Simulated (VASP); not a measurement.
# Br (P6_3/mmc) in VASP: single point with r2SCAN

Aim: the single point of Br with r2SCAN.

Everything below comes from runs of VASP 6.6.1. Logs are shortened: lines on timing, memory, paths and dates and some standing lists are left out, and cuts for length are marked.

### Step 1. The cell of the first run

The structure is hexagonal, space group P6_3/mmc (No. 194). Conventional cell: a = 3.831 Å, b = 3.831 Å, c = 4.350 Å, α = 90.00°, β = 90.00°, γ = 120.00°. Within 4.1 Å of Br (site symmetry -6m2) lie 12 Br at 3.10 to 3.83 Å.

### Step 2. Single point, r2SCAN

The input, POSCAR:

```
Br
1.0
    3.8312556940      0.0000000000      0.0000000000
   -1.9156278470      3.3179647594      0.0000000000
    0.0000000000      0.0000000000      4.3501309386
Br
2
Direct
    0.3333333333      0.6666666667      0.2500000000
    0.6666666667      0.3333333333      0.7500000000
```

The input, INCAR.step1:

```
ALGO     = Normal         # electronic algorithm
EDIFF    = 1E-4           # SCF threshold, eV
ENCUT    = 520            # plane-wave cutoff, eV
GGA      = PE             # functional
ISMEAR   = 0              # smearing method
LASPH    = T              # aspherical terms in the spheres
LCHARG   = F              # write CHGCAR
LREAL    = F              # projectors in reciprocal space
LWAVE    = T              # write WAVECAR
NBANDS   = 14             # bands
NELM     = 80             # most SCF steps
PREC     = Accurate       # precision mode
SIGMA    = 0.1            # smearing width, eV
```

The input, INCAR.step2:

```
ALGO     = Normal         # electronic algorithm
EDIFF    = 1E-6           # SCF threshold, eV
ENCUT    = 520            # plane-wave cutoff, eV
ISIF     = 2              # what is computed and relaxed
ISMEAR   = 0              # smearing method
ISTART   = 1            
LASPH    = T              # aspherical terms in the spheres
LCHARG   = F              # write CHGCAR
LMIXTAU  = T            
LREAL    = F              # projectors in reciprocal space
LWAVE    = F              # write WAVECAR
METAGGA  = R2SCAN         # meta-GGA
NBANDS   = 14             # bands
NELM     = 80             # most SCF steps
PREC     = Accurate       # precision mode
SIGMA    = 0.1            # smearing width, eV
```

The input, KPOINTS:

```
k-points
0
Gamma
  18 18 14
```

Potentials or basis: VASP PAW PBE potentials, release 64 (Br).

Launch:

```
$ cat potpaw_PBE.64/Br/POTCAR > POTCAR
$ cp INCAR.step1 INCAR
$ mpirun -np 1 vasp_std > vasp.out
$ cp INCAR.step2 INCAR
$ mpirun -np 1 vasp_std > vasp.out
```

OUTCAR:

```text
EDIFF = 1E-6
   ENCUT = 520
   ISIF = 2
   ISMEAR = 0
   ISTART = 1
   LASPH = T
   LREAL = F
   METAGGA = R2SCAN
   NELM = 80
   PREC = Accurate

 ion  position               nearest neighbor table
   1  0.333  0.667  0.250-
   2  0.667  0.333  0.750-

  LATTYP: Found a hexagonal cell.
 ALAT       =     3.8312556940
 C/A-ratio  =     1.1354321627

  Lattice vectors:

 A1 = (   3.8312556940,   0.0000000000,   0.0000000000)
 A2 = (  -1.9156278470,   3.3179647594,   0.0000000000)
 A3 = (   0.0000000000,   0.0000000000,   4.3501309386)

Analysis of symmetry for initial positions (statically):
=====================================================================
 Subroutine PRICEL returns:
 Original cell was already a primitive cell.

 Routine SETGRP: Setting up the symmetry group for a
 hexagonal supercell.

 Subroutine GETGRP returns: Found 24 space group operations
 (whereof 12 operations were pure point group operations)
 out of a pool of 24 trial point group operations.

The static configuration has the point symmetry D_3d.
 The point group associated with its full space group is D_6h.

Analysis of symmetry for dynamics (positions and initial velocities):
=====================================================================
 Subroutine PRICEL returns:
 Original cell was already a primitive cell.

 Routine SETGRP: Setting up the symmetry group for a
 hexagonal supercell.

 Subroutine GETGRP returns: Found 24 space group operations
 (whereof 12 operations were pure point group operations)
 out of a pool of 24 trial point group operations.

The dynamic configuration has the point symmetry D_3d.
 The point group associated with its full space group is D_6h.

 Subroutine INISYM returns: Found 24 space group operations
 (whereof 12 operations are pure point group operations),
 and found     1 'primitive' translations

----------------------------------------------------------------------------------------

                                     Primitive cell

  volume of cell :      55.2987

  direct lattice vectors                    reciprocal lattice vectors
     3.831255694  0.000000000  0.000000000     0.261011031  0.150694789  0.000000000
    -1.915627847  3.317964759  0.000000000     0.000000000  0.301389578  0.000000000
[... 79 lines left out ...]
   ISPIN  =      1    spin polarized calculation?
   LNONCOLLINEAR =      F non collinear calculations
   LSORBIT =      F    spin-orbit coupling
   LASPH  =      T    aspherical Exc in radial PAW
   ENCUT  =  520.0 eV  38.22 Ry    6.18 a.u.   7.12  7.12  8.09*2*pi/ulx,y,z
   NELM   =     80;   NELMIN=  2; NELMDL=  0     # of ELM steps
   EDIFF  = 0.1E-05   stopping-criterion for ELM
   LREAL  =      F    real-space projection
[... 7 lines left out ...]
   TEBEG  =    0.0;   TEEND  =   0.0 temperature during run
   PSTRESS=    0.0 pullay stress
   NELECT =      14.0000    total number of electrons
   NUPDOWN=      -1.0000    fix difference up-down
   EMIN   =  10.00;   EMAX   =-10.00  energy-range for DOS
   EFERMI =   0.00;   METHOD = LEGACY
   ISMEAR =     0;   SIGMA  =   0.10  broadening in eV -4-tet -1-fermi 0-gaus
   EFERMI_NEDOS =   21; number of points for ismear=-14 and -15
   IALGO  =     38    algorithm
   IMIX   =      4    mixing-type and parameters
     AMIX     =   0.40;   BMIX     =  1.00
     AMIX_MAG =   1.60;   BMIX_MAG =  1.00
  volume/ion in A,a.u.               =      27.65       186.59
  Fermi-wavevector in a.u.,A,eV,Ry     =   1.035649  1.957092 14.593174  1.072568
  Thomas-Fermi vector in A             =   2.170002
   LORBIT       =      0    0 simple, 1 ext, 2 COOP (PROOUT), +10 PAW based schemes
   METAGGA = R2SCAN    functional components
   LHFCALC =     F    Hartree Fock is set to
   AEXX    =    0.0000 exact exchange contribution
   IVDW    =     0    specifies the selected vdW correction
   LEPSILON=     F    determine dielectric tensor
   LRPA    =     F    only Hartree local field effects (RPA)
 non-spin polarized calculation
 Gauss-broadening in eV      SIGMA  =   0.10
  energy-cutoff  :      520.00
  volume of cell :       55.30
 maximum number of plane-waves:      1518
   NGX = 15   NGY = 15   NGZ = 17

 number of electron      14.0000001 magnetization

 Free energy of the ion-electron system (eV)
  ---------------------------------------------------
  ext. energy  EPLUGINS =         0.00000000
  ---------------------------------------------------
  free energy    TOTEN  =       -25.41468591 eV

  energy without entropy =      -25.40037274  energy(sigma->0) =      -25.40752933

 E-fermi :   1.1346     XC(G=0):  -9.4505

 val. band max:        1.1317445065   @ k =   0.3333   0.1111   0.4286
 cond. band min:       1.1386619570   @ k =   0.3889   0.1667   0.0000
 fundamental gap:      0.0069174505
 Fermi energy:         1.1346446030

 k-point     1 :       0.0000    0.0000    0.0000
  band No.  band energies     occupation
      1     -15.0852      2.00000
      2     -12.4563      2.00000
      3      -3.2070      2.00000
      4      -0.8758      2.00000
      5      -0.8758      2.00000
      6       0.9946      1.95235
      7       0.9946      1.95235
      8       2.2181      0.00000
      9       8.0107      0.00000
     10       8.8128      0.00000
     11      12.4574      0.00000
     12      12.4574      0.00000
     13      14.0870      0.00000
     14      14.0870      0.00000
[... 377 lines left out ...]
      1     -14.0561      2.00000
      2     -13.1798      2.00000
      3      -2.7279      2.00000
      4      -1.7114      2.00000
      5      -1.6756      2.00000
      6      -0.5650      2.00000
      7      -0.0317      2.00000
      8       1.2759      0.04579
      9       8.4196      0.00000
     10      10.7752      0.00000
     11      12.0624      0.00000
     12      13.0116      0.00000
     13      13.5508      0.00000
     14      15.7422      0.00000

 [... further k-points ...]
[... 5 lines left out ...]
  --------------------------------------------------------------------------------------
  -------------------------------------------------------------------------------------
  Total       -0.0038795     -0.0038795     -0.0174042      0.0000000      0.0000000      0.0000000
  in kB       -0.1124009     -0.1124009     -0.5042536      0.0000000      0.0000000      0.0000000
  external PRESSURE =      -0.2430185 kB  Pullay stress =       0.0000000 kB

 VOLUME and BASIS-vectors are now :
 -----------------------------------------------------------------------------
  energy-cutoff  :      520.00
  volume of cell :       55.30
      direct lattice vectors                 reciprocal lattice vectors
     3.831255694  0.000000000  0.000000000     0.261011031  0.150694789  0.000000000
    -1.915627847  3.317964759  0.000000000     0.000000000  0.301389578  0.000000000
     0.000000000  0.000000000  4.350130939     0.000000000  0.000000000  0.229878138

 POSITION                                       TOTAL-FORCE (eV/Angst)
 -----------------------------------------------------------------------------------
     -0.00000      2.21198      1.08753         0.000000      0.000000      0.000000
      1.91563      1.10599      3.26260        -0.000000     -0.000000      0.000000
 -----------------------------------------------------------------------------------
    total drift:                               -0.000000      0.000000      0.000000

  FREE ENERGIE OF THE ION-ELECTRON SYSTEM (eV)
  ---------------------------------------------------
  free  energy   TOTEN  =       -25.4146859069 eV

  energy  without entropy=      -25.4003727437  energy(sigma->0) =      -25.40752933
```

OUTCAR.step1:

```text
EDIFF = 1E-4
   ENCUT = 520
   GGA = PE
   ISMEAR = 0
   LASPH = T
[... 631 lines left out ...]
 -----------------------------------------------------------------------------------
     -0.00000      2.21198      1.08753        -0.000000      0.000000      0.000000
      1.91563      1.10599      3.26260         0.000000      0.000000      0.000000
 -----------------------------------------------------------------------------------
    total drift:                               -0.000000      0.000000      0.000000

  FREE ENERGIE OF THE ION-ELECTRON SYSTEM (eV)
  ---------------------------------------------------
  free  energy   TOTEN  =        -2.2663752026 eV

  energy  without entropy=       -2.2515874882  energy(sigma->0) =       -2.25898135
```

It took 12 min on 1 thread of Intel Xeon 8259CL, shared host; peak memory 0.31 GiB.

What came out:

```yaml
Free_energy: -25.4147 eV
Pressure: 0.0 GPa
Band_gap_on_the_k_mesh: zero (bands 7 and 8 overlap by 1.98 eV)
```

Caveat: the PAW data sets were made with another functional, which shifts forces and pressure a little.
